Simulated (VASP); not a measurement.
# InH3 (P6/mmm) in VASP: relaxation of cell and atoms with PBE

Aim: the relaxation of cell and atoms of InH3 with PBE.

Program: VASP 6.6.1. These are calculated values, not measurements. Logs are shortened: lines on timing, memory, paths and dates and some standing lists are left out, and cuts for length are marked.

### Step 1. The cell of the first run

Symmetry: P6/mmm, No. 191, hexagonal system. Conventional cell: a = 3.514 Å, b = 3.514 Å, c = 5.430 Å, α = 90.00°, β = 90.00°, γ = 120.00°. In (site symmetry 6/mmm) has 24 H at 3.23 to 4.08 Å and 6 In at 3.51 Å within 4.3 Å. Within 2.3 Å of H (site symmetry mmm) lie 4 H at 1.76 Å.

The cell was generated, and may not be a known phase.

### Step 2. Relaxation of cell and atoms, PBE

File INCAR:

```
  PREC = Accurate
  ENCUT = 1230
  EDIFF = 1E-7
  ISMEAR = 0
  SIGMA = 0.1
  LREAL = F
  LASPH = T
  NELM = 120
  ALGO = Normal
  ISIF = 3
  LWAVE = F
  LCHARG = F
  GGA = PE
  IBRION = 2
  NSW = 90
  EDIFFG = -0.04
  GGA_COMPAT = F
  NELMIN = 4
```

File KPOINTS:

```
Automatic mesh
0
Gamma
  6 6 4
```

File POSCAR:

```
InH3
1.0
    3.5143807100      0.0000000000      0.0000000000
   -1.7571903600      3.0435429800      0.0000000000
    0.0000000000      0.0000000000      5.4296460200
In H
1 3
Direct
    0.0000000000      0.0000000000      0.0000000000
    0.5000000000      0.0000000000      0.5000000000
    0.0000000000      0.5000000000      0.5000000000
    0.5000000000      0.5000000000      0.5000000000
```

Potentials or basis: VASP PAW PBE potentials, release 64 (In_d, H_h).

The run is started by

```
> cat potpaw_PBE.64/In_d/POTCAR potpaw_PBE.64/H_h/POTCAR > POTCAR
> mpirun -np 1 vasp_std > vasp.out
```

OUTCAR:

```text
PREC = Accurate
   ENCUT = 1230
   EDIFF = 1E-7
   ISMEAR = 0
   LREAL = F
   LASPH = T
   NELM = 120
   ISIF = 3
   GGA = PE
   IBRION = 2
   NSW = 90
   EDIFFG = -0.04
   NELMIN = 4

 ion  position               nearest neighbor table
   1  0.000  0.000  0.000-
   2  0.500  0.000  0.500-
   3  0.000  0.500  0.500-
   4  0.500  0.500  0.500-

  LATTYP: Found a hexagonal cell.
 ALAT       =     3.5143807100
 C/A-ratio  =     1.5449794624

  Lattice vectors:

 A1 = (   3.5143807100,   0.0000000000,   0.0000000000)
 A2 = (  -1.7571903600,   3.0435429800,   0.0000000000)
 A3 = (   0.0000000000,   0.0000000000,   5.4296460200)

Analysis of symmetry for initial positions (statically):
=====================================================================
 Subroutine PRICEL returns:
 Original cell was already a primitive cell.

 Routine SETGRP: Setting up the symmetry group for a
 hexagonal supercell.

 Subroutine GETGRP returns: Found 24 space group operations
 (whereof 24 operations were pure point group operations)
 out of a pool of 24 trial point group operations.

The static configuration has the point symmetry D_6h.

Analysis of symmetry for dynamics (positions and initial velocities):
=====================================================================
 Subroutine PRICEL returns:
 Original cell was already a primitive cell.

 Routine SETGRP: Setting up the symmetry group for a
 hexagonal supercell.

 Subroutine GETGRP returns: Found 24 space group operations
 (whereof 24 operations were pure point group operations)
 out of a pool of 24 trial point group operations.

The dynamic configuration has the point symmetry D_6h.

 Subroutine INISYM returns: Found 24 space group operations
 (whereof 24 operations are pure point group operations),
 and found     1 'primitive' translations

----------------------------------------------------------------------------------------

                                     Primitive cell

  volume of cell :      58.0764

  direct lattice vectors                    reciprocal lattice vectors
     3.514380710  0.000000000  0.000000000     0.284545154  0.164282221  0.000000000
    -1.757190360  3.043542980  0.000000000     0.000000000  0.328564442  0.000000000
     0.000000000  0.000000000  5.429646020     0.000000000  0.000000000  0.184174069

  length of vectors
     3.514380710  3.514380718  5.429646020     0.328564442  0.328564442  0.184174069

  position of ions in fractional coordinates (direct lattice)
     0.000000000  0.000000000  0.000000000
     0.500000000  0.000000000  0.500000000
     0.000000000  0.500000000  0.500000000
     0.500000000  0.500000000  0.500000000

  ion indices of the primitive-cell ions
   primitive index   ion index
                 1           1
                 2           2
                 3           3
                 4           4

----------------------------------------------------------------------------------------

 KPOINTS: Automatic mesh

Automatic generation of k-mesh.
 Grid dimensions read from file:
 generate k-points for:    6    6    4

 Generating k-lattice:

  Cartesian coordinates                     Fractional coordinates (reciprocal lattice)
     0.047424192  0.027380370  0.000000000     0.166666667  0.000000000  0.000000000
     0.000000000  0.054760740  0.000000000     0.000000000  0.166666667  0.000000000
     0.000000000  0.000000000  0.046043517     0.000000000  0.000000000  0.250000000

  Length of vectors
     0.054760740  0.054760740  0.046043517

  Shift w.r.t. Gamma in fractional coordinates (k-lattice)
     0.000000000  0.000000000  0.000000000

 Subroutine IBZKPT returns following result:
 ===========================================

 Found     21 irreducible k-points:

 Following reciprocal coordinates:
            Coordinates               Weight
  0.000000  0.000000  0.000000      1.000000
  0.166667 -0.000000  0.000000      6.000000
  0.333333 -0.000000  0.000000      6.000000
  0.500000 -0.000000  0.000000      3.000000
  0.166667  0.166667  0.000000      6.000000
  0.333333  0.166667  0.000000     12.000000
[... 13 lines left out ...]
  0.333333  0.166667  0.500000     12.000000
  0.333333  0.333333  0.500000      2.000000
   k-points           NKPTS =     21   k-points in BZ     NKDIM =     21   number of bands    NBANDS=     12
   number of dos      NEDOS =    301   number of ions     NIONS =      4
   total plane-waves  NPLWV = 102400
   dimension x,y,z NGX =    40 NGY =   40 NGZ =   64
   dimension x,y,z NGXF=    80 NGYF=   80 NGZF=  128
   ions per type =               1   3
   NGX,Y,Z   is equivalent  to a cutoff of  18.92, 18.92, 19.60 a.u.
   NGXF,Y,Z  is equivalent  to a cutoff of  37.84, 37.84, 39.19 a.u.
 SYSTEM =  unknown system
   PREC   = accura    normal or accurate (medium, high low for compatibility)
   ISTART =      0    job   : 0-new  1-cont  2-samecut
   ICHARG =      2    charge: 1-file 2-atom 10-const
   ISPIN  =      1    spin polarized calculation?
   LNONCOLLINEAR =      F non collinear calculations
   LSORBIT =      F    spin-orbit coupling
   LASPH  =      T    aspherical Exc in radial PAW
   ENCUT  = 1230.0 eV  90.40 Ry    9.51 a.u.  10.05 10.05 15.53*2*pi/ulx,y,z
   NELM   =    120;   NELMIN=  4; NELMDL= -5     # of ELM steps
   EDIFF  = 0.1E-06   stopping-criterion for ELM
   LREAL  =      F    real-space projection
   EDIFFG = -.4E-01   stopping-criterion for IOM
   NSW    =     90    number of steps for IOM
   IBRION =      2    ionic relax: 0-MD 1-quasi-New 2-CG
   NFREE  =      1    steps in history (QN), initial steepest desc. (CG)
   ISIF   =      3    stress and relaxation
   ISYM   =      2    0-nonsym 1-usesym 2-fastsym
   POTIM  = 0.5000    time-step for ionic-motion
   TEBEG  =    0.0;   TEEND  =   0.0 temperature during run
   PSTRESS=    0.0 pullay stress
   NELECT =      16.0000    total number of electrons
   NUPDOWN=      -1.0000    fix difference up-down
   EMIN   =  10.00;   EMAX   =-10.00  energy-range for DOS
   EFERMI =   0.00;   METHOD = LEGACY
   ISMEAR =     0;   SIGMA  =   0.10  broadening in eV -4-tet -1-fermi 0-gaus
   EFERMI_NEDOS =   21; number of points for ismear=-14 and -15
   IALGO  =     38    algorithm
   IMIX   =      4    mixing-type and parameters
     AMIX     =   0.40;   BMIX     =  1.00
     AMIX_MAG =   1.60;   BMIX_MAG =  1.00
  volume/ion in A,a.u.               =      14.52        97.98
  Fermi-wavevector in a.u.,A,eV,Ry     =   1.065242  2.013015 15.439079  1.134740
  Thomas-Fermi vector in A             =   2.200787
   LORBIT       =      0    0 simple, 1 ext, 2 COOP (PROOUT), +10 PAW based schemes
   GGA     = PE    functional components
   LHFCALC =     F    Hartree Fock is set to
   AEXX    =    0.0000 exact exchange contribution
   IVDW    =     0    specifies the selected vdW correction
   LEPSILON=     F    determine dielectric tensor
   LRPA    =     F    only Hartree local field effects (RPA)
 conjugate gradient relaxation of ions
 non-spin polarized calculation
 Gauss-broadening in eV      SIGMA  =   0.10
  energy-cutoff  :     1230.00
  volume of cell :       58.08
 maximum number of plane-waves:      5718
   NGX = 21   NGY = 21   NGZ = 31

--------------------------------------- Ionic step        1  -------------------------------------------

 number of electron      16.0000002 magnetization

 Free energy of the ion-electron system (eV)
  ---------------------------------------------------
  ext. energy  EPLUGINS =         0.00000000
  ---------------------------------------------------
  free energy    TOTEN  =        -8.58496538 eV

  energy without entropy =       -8.56629038  energy(sigma->0) =       -8.57562788

------------------------ aborting loop because EDIFF is reached ----------------------------------------

  FORCE on cell =-STRESS in cart. coord.  units (eV):
  Direction    XX          YY          ZZ          XY          YZ          ZX
  --------------------------------------------------------------------------------------
  -------------------------------------------------------------------------------------
  Total       -3.9884747     -3.9884747     -1.6070502      0.0000000      0.0000000      0.0000000
  in kB     -110.0316590   -110.0316595    -44.3343405      0.0000002      0.0000000      0.0000000
  external PRESSURE =     -88.1325530 kB  Pullay stress =       0.0000000 kB
[... 25 lines left out ...]
--------------------------------------- Ionic step        2  -------------------------------------------

 number of electron      15.9999999 magnetization

 E-fermi :   3.1103     XC(G=0):  -8.8310

 val. band max:        3.1041784763   @ k =   0.3333   0.1667   0.2500
 cond. band min:       3.1482499415   @ k =   0.1667   0.1667   0.0000
 fundamental gap:      0.0440714652
 Fermi energy:         3.1102821344

 k-point     1 :       0.0000    0.0000    0.0000
  band No.  band energies     occupation
      1     -11.6840      2.00000
      2     -11.5604      2.00000
      3     -11.5604      2.00000
      4     -11.4408      2.00000
      5     -11.4408      2.00000
      6      -6.0777      2.00000
      7      -2.5116      2.00000
      8       2.1819      2.00000
      9       7.3065      0.00000
     10       7.3065      0.00000
     11      12.5353      0.00000
     12      12.5353      0.00000
[... 367 lines left out ...]
  FREE ENERGIE OF THE ION-ELECTRON SYSTEM (eV)
  ---------------------------------------------------
  free  energy   TOTEN  =        -9.4352034799 eV

  energy  without entropy=       -9.4334405032  energy(sigma->0) =       -9.43432199

[... ionic steps 4 to 7 ...]

--------------------------------------- Ionic step        8  -------------------------------------------

 number of electron      16.0000000 magnetization

------------------------ aborting loop because EDIFF is reached ----------------------------------------
[... 33 lines left out ...]
--------------------------------------- Ionic step        9  -------------------------------------------

 number of electron      16.0000001 magnetization

 E-fermi :   5.7915     XC(G=0): -10.0859

 val. band max:        5.7526368117   @ k =   0.3333   0.3333   0.5000
 cond. band min:       5.9178791772   @ k =   0.3333   0.1667   0.5000
 fundamental gap:      0.1652423655
 Fermi energy:         5.7915214594

 k-point     1 :       0.0000    0.0000    0.0000
  band No.  band energies     occupation
      1      -9.9656      2.00000
      2      -9.7139      2.00000
      3      -9.7139      2.00000
      4      -9.1790      2.00000
      5      -9.1790      2.00000
      6      -5.8026      2.00000
      7      -1.9527      2.00000
      8       3.1560      2.00000
      9      13.1616      0.00000
     10      13.1616      0.00000
     11      18.4818      0.00000
     12      18.6136      0.00000
[... 335 lines left out ...]
--------------------------------------- Ionic step       10  -------------------------------------------

 number of electron      16.0000001 magnetization

 Free energy of the ion-electron system (eV)
  ---------------------------------------------------
  ext. energy  EPLUGINS =         0.00000000
  ---------------------------------------------------
  free energy    TOTEN  =        -9.50069694 eV

  energy without entropy =       -9.49688701  energy(sigma->0) =       -9.49879197

 E-fermi :   5.5908     XC(G=0):  -9.9951

 val. band max:        5.5002527832   @ k =   0.3333   0.3333   0.2500
 cond. band min:       5.5979370117   @ k =   0.3333   0.3333   0.5000
 fundamental gap:      0.0976842285
 Fermi energy:         5.5907704663

 k-point     1 :       0.0000    0.0000    0.0000
  band No.  band energies     occupation
      1     -10.1117      2.00000
      2      -9.8714      2.00000
      3      -9.8714      2.00000
      4      -9.3600      2.00000
      5      -9.3600      2.00000
      6      -5.8406      2.00000
      7      -2.1217      2.00000
      8       3.0254      2.00000
      9      12.8480      0.00000
     10      12.8480      0.00000
     11      18.0544      0.00000
     12      18.3874      0.00000
[... 329 lines left out ...]
  FREE ENERGIE OF THE ION-ELECTRON SYSTEM (eV)
  ---------------------------------------------------
  free  energy   TOTEN  =        -9.5006969414 eV

  energy  without entropy=       -9.4968870057  energy(sigma->0) =       -9.49879197

 reached required accuracy - stopping structural energy minimisation
```

Wall time 5.1 min (1 thread of Intel Xeon Platinum 8124M at 3.00GHz (Skylake/Cascade Lake), shared host); peak memory 0.38 GiB.

What came out:

```
Free energy                           : -9.5007 eV
Relaxed volume                        : 9.64 Å³/atom
Relaxed cell                          : a = 2.911 Å, b = 2.911 Å, c = 5.253 Å, α = 90.00°, β = 90.00°, γ = 120.00°
Space group after relaxing (to 0.1 Å) : P6/mmm (No. 191)
Energy gained by relaxing             : 228.9 meV/atom
Ionic steps                           : 10
Pressure after relaxing               : 0.3 GPa
Band gap on the k mesh                : zero (bands 8 and 9 overlap by 3.77 eV)
```

Step by step:
```csv
step,energy change (eV),largest force (eV/Å),pressure (GPa),volume (Å³)
1,0.0000,0.0000,-8.81,58.08
2,-0.4011,0.0000,-8.28,51.60
3,-0.8502,0.0000,6.37,34.94
4,-0.8696,0.0000,-1.93,39.88
5,-0.8906,0.0000,-0.39,38.27
6,-0.8950,0.0000,1.29,37.12
7,-0.8952,0.0000,0.67,37.48
8,-0.9093,0.0000,1.01,37.67
9,-0.9119,0.0000,1.33,37.78
10,-0.9157,0.0000,0.27,38.55
```

Final structure:
```
In H
1.0
     2.91125    0.00000    0.00000
    -1.45563    2.52122    0.00000
     0.00000    0.00000    5.25268
In H
1 3
Cartesian
  1.4556 2.5212 5.2527
  1.4556 0.0000 2.6263
  -0.7278 1.2606 2.6263
  0.7278 1.2606 2.6263
```

Caveat: the volume moved by over 15 % at a fixed basis, so the end points are rough; spin-orbit coupling is left out, which moves the levels of the heavy elements.

The gap in the log of VASP goes by the Fermi energy; the results here count the filled bands.